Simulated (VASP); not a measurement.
Input of a VASP 6.6.1 run:

File INCAR:

```
SYSTEM = NaCl
PREC     = Accurate       ! precision mode
ENCUT    = 520            ! plane-wave cutoff, eV
EDIFF    = 1E-6           ! SCF threshold, eV
ISMEAR   = 0              ! smearing method
SIGMA    = 0.05           ! smearing width, eV
LREAL    = .FALSE.        ! projectors in reciprocal space
LASPH    = .TRUE.         ! aspherical terms in the spheres
NELM     = 60             ! most SCF steps
ALGO     = Normal         ! electronic algorithm
ISIF     = 2              ! what is computed and relaxed
LWAVE    = .FALSE.        ! write WAVECAR
LCHARG   = .TRUE.         ! write CHGCAR
GGA      = PS             ! functional
LELF     = .TRUE.         ! ELF
LVHAR    = .TRUE.       
NBANDS   = 14             ! bands
```

Contents of KPOINTS:

```
regular mesh
0
G
  8 8 8
  0 0 0
```

File POSCAR:

```
NaCl
1.0
    0.0176984375      2.8317500000      2.8317500000
    2.8494484375      0.0000000000      2.8494484375
    2.8317500000      2.8317500000      0.0176984375
Na Cl
1 1
Direct
    0.0000000000      0.0000000000      0.0000000000
    0.5000000000      0.5000000000      0.5000000000
```

Potentials or basis: VASP PAW PBE potentials, release 64 (Na_pv, Cl).

Launch:

```bash
$ cat potpaw_PBE.64/Na_pv/POTCAR potpaw_PBE.64/Cl/POTCAR > POTCAR
$ mpirun -np 1 vasp_std > vasp.out
```

(1) What does it give for the pressure?

(2) Estimate the band gap on the k mesh.

Answers

(1) -0.8 GPa.

(2) 4.86 eV, direct.

Caveat: the cell differs from its parent crystal (strain +0.0125 x Voigt [0, 0, 0, 0, 1, 0]); the PAW data sets were made with another functional, which shifts forces and pressure a little.
